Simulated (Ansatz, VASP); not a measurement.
**NaLi2: VASP beside Ansatz**

The input INCAR:

```
  ALGO = Normal
  EDIFF = 1E-7
  EDIFFG = -0.005
  ENCUT = 600
  GGA = PS
  IBRION = 2
  ISIF = 3
  ISMEAR = -1
  LASPH = True
  LCHARG = False
  LREAL = False
  LWAVE = False
  NELM = 60
  NSW = 70
  PREC = Accurate
  SIGMA = 0.05
```

File KPOINTS:

```
k-points
0
Gamma
  7 7 7
```

Contents of POSCAR:

```
NaLi2
1.0
    0.0000000000      4.1589250027      4.1589250027
    4.1589250027      0.0000000000      4.1589250027
    4.1589250027      4.1589250027      0.0000000000
Na Li
2 4
Direct
    0.1250000000      0.1250000000      0.1250000000
   -0.1250000000     -0.1250000000     -0.1250000000
    0.5000000000      0.5000000000      0.5000000000
    0.5000000000      0.5000000000      0.0000000000
    0.5000000000      0.0000000000      0.5000000000
    0.0000000000      0.5000000000      0.5000000000
```

Input for Ansatz:

```yaml
crystal:
  lattice:
    - [0.0, 4.1589250027, 4.1589250027]
    - [4.1589250027, 0.0, 4.1589250027]
    - [4.1589250027, 4.1589250027, 0.0]
  atoms:
    - { symbol: Na, position: [0.125, 0.125, 0.125] }
    - { symbol: Na, position: [-0.125, -0.125, -0.125] }
    - { symbol: Li, position: [0.5, 0.5, 0.5] }
    - { symbol: Li, position: [0.5, 0.5, 0.0] }
    - { symbol: Li, position: [0.5, 0.0, 0.5] }
    - { symbol: Li, position: [0.0, 0.5, 0.5] }
kpoints:
  mp_grid: { grid: [7, 7, 7] }
scf:
  occupations: { method: fermi_dirac, width: 0.05 }
hamiltonian:
  xc: pbesol
  pseudopotentials: { kind: paw }
output:
  forces: true
  stress: true
relax:
  f_tol: 0.005
  max_steps: 50
  cell: {}
```

Alike in both runs: task relaxation of cell and atoms; functional PBEsol; k mesh 7 × 7 × 7; occupations fermi-dirac, width 0.05 eV; no spin polarisation.

|  | VASP | Ansatz |
| --- | --- | --- |
| version | VASP 6.6.1 | Ansatz 0.2.0 |
| potentials or method | VASP PAW PBE potentials, release 64 (Na_pv, Li_sv) | PAW with Ansatz's default frozen-core files, scalar-relativistic |
| plane-wave cutoff (eV) | 600 | 420 |
| valence electrons in the cell | 26 | 30 |

Ansatz gave:

```
relaxed volume (Å³/atom)                                     : 26.05
relaxed cell length with the largest relative difference (Å) : 6.046
```

Task: Which values does VASP return?

Result: Relaxed volume (Å³/atom): 26.06; relaxed cell length with the largest relative difference (Å): 6.047.

VASP's potentials were made for PBE, not for PBEsol. VASP's potentials hold 26 valence electrons a cell and Ansatz's 30, so a difference there can come from the potentials and not from the codes.

Noted on VASP's run: the cutoff is short for stress, so the pressure is rough.
